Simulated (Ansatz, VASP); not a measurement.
Two plane-wave programs on Ta2Si

Contents of POSCAR:

```
Ta2Si
1.0
   -3.0877629443      3.0877629443      2.5236412193
    3.0877629443     -3.0877629443      2.5236412193
    3.0877629443      3.0877629443     -2.5236412193
Ta Si
4 2
Direct
    0.6635932100      0.8364067900      0.5000000000
    0.8364067900      0.3364067900      0.1728135800
    0.3364067900      0.1635932100      0.5000000000
    0.1635932100      0.6635932100      0.8271864200
    0.2500000000      0.2500000000      0.0000000000
    0.7500000000      0.7500000000      0.0000000000
```

INCAR.step1

```
SYSTEM = Ta2Si
ALGO     = Normal         ! electronic algorithm
EDIFF    = 1E-4           ! SCF threshold, eV
ENCUT    = 520            ! plane-wave cutoff, eV
GGA      = PE             ! functional
ISMEAR   = 0              ! smearing method
LASPH    = .True.         ! aspherical terms in the spheres
LCHARG   = .False.        ! write CHGCAR
LREAL    = .False.        ! projectors in reciprocal space
LUSENCCL = .False.      
LWAVE    = .True.         ! write WAVECAR
NBANDS   = 35             ! bands
NELM     = 60             ! most SCF steps
PREC     = Accurate       ! precision mode
SIGMA    = 0.1            ! smearing width, eV
```

File INCAR.step2:

```
SYSTEM = Ta2Si
ALGO     = Normal         ! electronic algorithm
EDIFF    = 1E-6           ! SCF threshold, eV
ENCUT    = 520            ! plane-wave cutoff, eV
ISIF     = 2              ! what is computed and relaxed
ISMEAR   = 0              ! smearing method
ISTART   = 1            
LASPH    = .True.         ! aspherical terms in the spheres
LCHARG   = .False.        ! write CHGCAR
LMIXTAU  = .True.       
LREAL    = .False.        ! projectors in reciprocal space
LUSENCCL = .False.      
LWAVE    = .False.        ! write WAVECAR
METAGGA  = R2SCAN         ! meta-GGA
NBANDS   = 35             ! bands
NELM     = 60             ! most SCF steps
PREC     = Accurate       ! precision mode
SIGMA    = 0.1            ! smearing width, eV
```

The input KPOINTS:

```
k-points
0
Gamma
  10 10 10
  0 0 0
```

Input for Ansatz:

```yaml
crystal:
  lattice:
    - [-3.0877629443, 3.0877629443, 2.5236412193]
    - [3.0877629443, -3.0877629443, 2.5236412193]
    - [3.0877629443, 3.0877629443, -2.5236412193]
  atoms:
    - { symbol: Ta, position: [0.66359321, 0.83640679, 0.5] }
    - { symbol: Ta, position: [0.83640679, 0.33640679, 0.17281358] }
    - { symbol: Ta, position: [0.33640679, 0.16359321, 0.5] }
    - { symbol: Ta, position: [0.16359321, 0.66359321, 0.82718642] }
    - { symbol: Si, position: [0.25, 0.25, 0.0] }
    - { symbol: Si, position: [0.75, 0.75, 0.0] }
basis:
  ecutwfc: 500
kpoints:
  mp_grid: { grid: [10, 10, 10] }
hamiltonian:
  xc: r2scan
scf:
  occupations: { method: gaussian, width: 0.1 }
output:
  forces: true
  stress: true
  eigenvalues: true
  populations: true
  write_density: true
  write_potential: true
  elf: true
  volumetric_format: npy
```

Alike in both runs: task single point; functional r2SCAN; k mesh 10 × 10 × 10; occupations gaussian, width 0.1 eV; no spin polarisation.

|  | VASP | Ansatz |
| --- | --- | --- |
| version | VASP 6.6.1 | Ansatz 0.2.0 |
| potentials or method | VASP PAW PBE potentials, release 64 (Ta_pv, Si), cutoff 520 eV | scalar-relativistic, plane waves, PAW |
| valence electrons in the cell | 52 | 60 |

```tsv
	VASP	Ansatz	Ansatz less VASP
gap on the k mesh at the Fermi level (eV)	none	none	-
pressure (GPa)	0.0	-0.5	-0.46
traceless stress, the component that is largest in VASP (GPa)	0.21	0.22	+0.015
```

VASP's potentials were made for PBE, not for r2SCAN. A gap of «none» marks a metal or a gap that the smearing closes. VASP's potentials hold 52 valence electrons a cell and Ansatz's 60, so a difference there can come from the potentials and not from the codes.

Neither program's run includes spin-orbit coupling.
